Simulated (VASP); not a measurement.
Write the native input for VASP 6.6.1 that does the following.

```yaml
Task: single point
Functional: LDA
Potentials_or_basis: VASP PAW LDA potentials, release 64 (Li_sv, Hf_pv, N)
Cutoff: 520 eV
k_mesh: 9 × 9 × 6
Occupations: gaussian, width 0.05 eV
Spin: no spin polarisation
Dipole_correction: no
Further_INCAR_settings: ALGO = Normal; EDIFF = 1e-07; NBANDS = 21
```

The structure of Li2HfN2 lies in POSCAR:

```
Li2HfN2
1.0
    3.2371209533      0.0000000000      0.0000000000
   -1.6185604767      2.8034289807      0.0000000000
    0.0000000000      0.0000000000      5.4235951800
Li Hf N
2 1 2
Direct
    0.6666666667      0.3333333333      0.3827885700
    0.3333333333      0.6666666667      0.6172114300
   -0.0926749431      0.0000000000      0.0000000000
    0.6666666667      0.3333333333      0.7793848600
    0.3333333333      0.6666666667      0.2206151400
```

This cell differs from its parent crystal: atom 3 (Hf) moved by (-0.300, +0.000) A along x and z.

One way to write it, as run:

INCAR

```
SYSTEM = Li2HfN2
PREC     = Accurate       ! precision mode
ENCUT    = 520            ! plane-wave cutoff, eV
EDIFF    = 1E-7           ! SCF threshold, eV
ISMEAR   = 0              ! smearing method
SIGMA    = 0.05           ! smearing width, eV
LREAL    = .FALSE.        ! projectors in reciprocal space
LASPH    = .TRUE.         ! aspherical terms in the spheres
NELM     = 80             ! most SCF steps
ALGO     = Normal         ! electronic algorithm
ISIF     = 2              ! what is computed and relaxed
LWAVE    = .FALSE.        ! write WAVECAR
LCHARG   = .FALSE.        ! write CHGCAR
NBANDS   = 21             ! bands
```

KPOINTS

```
Automatic mesh
0
G
  9 9 6
  0 0 0
```

Potentials or basis: VASP PAW LDA potentials, release 64 (Li_sv, Hf_pv, N).

Launch:

```sh
$ cat potpaw_LDA.64/Li_sv/POTCAR potpaw_LDA.64/Hf_pv/POTCAR potpaw_LDA.64/N/POTCAR > POTCAR
$ mpirun -np 1 vasp_std > vasp.out
```

It gave:

| Property | Result |
| --- | --- |
| Largest force | 2.388 eV/Å |
| Band gap on the k mesh | 2.65 eV, indirect (least direct gap 3.15 eV) |

Caveat: the cell differs from its parent crystal (atom 3 (Hf) moved by (-0.300, +0.000) A along x and z); spin-orbit coupling is left out, which moves the levels of the heavy elements; forces of over 1 eV/Å act on the atoms, so gaps and moduli don't describe the material at rest.

Wall time 39 s on 1 thread of Intel(R) Xeon(R) 6975P-C (Granite Rapids), with other jobs on the host, peak memory 0.25 GiB.
